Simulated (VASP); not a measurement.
NaOs:

```
Na Os
1.0
     2.62939    0.00000    0.00000
     0.00000    4.94637    0.00000
     0.00000    0.00000    5.52731
Na Os
2 2
Direct
  0.50000 0.00000 0.14784
  0.00000 0.50000 0.85216
  0.50000 0.00000 0.60800
  0.00000 0.50000 0.39200
```

- Program: VASP 6.6.1
- Task: relaxation of cell and atoms
- Functional: PBE
- Potentials or basis: VASP PAW PBE potentials, release 64 (Na_pv, Os)
- Cutoff: 600 eV
- k mesh: 7 × 4 × 4
- Occupations: gaussian, width 0.2 eV
- Spin: no spin polarisation

At the start: pressure -5.1 GPa; volume 17.97 Å³/atom.

Question: How do energy, volume and symmetry change on relaxing?

Answer: Over 27 steps the energy falls by 644.0 meV/atom and the volume is 22.10 Å³/atom (+23.0 %); space group Pmmn (No. 59, to 0.05 Å).

The path:
```tsv
step	energy change (eV)	largest force (eV/Å)	pressure (GPa)	volume (Å³)
1	0.0000	1.4412	-5.10	71.89
2	-1.0073	1.6935	9.03	65.57
3	-1.0092	1.7078	8.46	65.73
4	-1.9307	1.5290	4.44	68.26
5	-2.1458	1.1714	7.36	70.23
6	-2.2086	0.5178	5.57	69.66
7	-2.2586	0.8287	-5.50	74.36
8	-2.3063	0.4692	-1.38	72.33
9	-2.3339	0.2759	0.31	71.73
10	-2.3341	0.2604	0.49	71.66
11	-2.3427	0.2280	0.24	71.96
12	-2.3635	0.1244	-0.44	72.86
13	-2.3798	0.3380	-1.65	74.65
14	-2.3827	0.3307	-1.52	74.69
15	-2.3909	0.3108	-1.20	74.80
16	-2.4050	0.2725	-0.52	75.01
17	-2.4231	0.3155	0.95	75.40
18	-2.4108	0.6072	4.28	76.08
19	-2.4253	0.4363	2.27	75.69
20	-2.4475	0.4050	2.08	76.56
21	-2.4971	0.4911	1.74	79.09
22	-2.5151	0.8815	1.94	83.87
23	-2.5571	0.4594	0.14	88.00
24	-2.5582	0.3949	-0.06	88.63
25	-2.5688	0.1113	0.68	88.08
26	-2.5705	0.1267	1.15	87.75
27	-2.5760	0.0770	-0.01	88.42
```

Final structure:
```yaml
crystal:
  lattice:
    - [2.74645, 0.00000, 0.00000]
    - [0.00000, 3.82109, 0.00000]
    - [0.00000, 0.00000, 8.42511]
  atoms:
    - { symbol: Na, position: [0.50000, 0.00000, 0.18999] }
    - { symbol: Na, position: [0.00000, 0.50000, 0.81001] }
    - { symbol: Os, position: [0.50000, 0.00000, 0.55612] }
    - { symbol: Os, position: [0.00000, 0.50000, 0.44388] }
```

Caveat: the volume moved by over 15 % at a fixed basis, so the end points are rough; the relaxation stopped at a loose force limit of 0.08 eV/Å, so its end isn't a converged minimum.
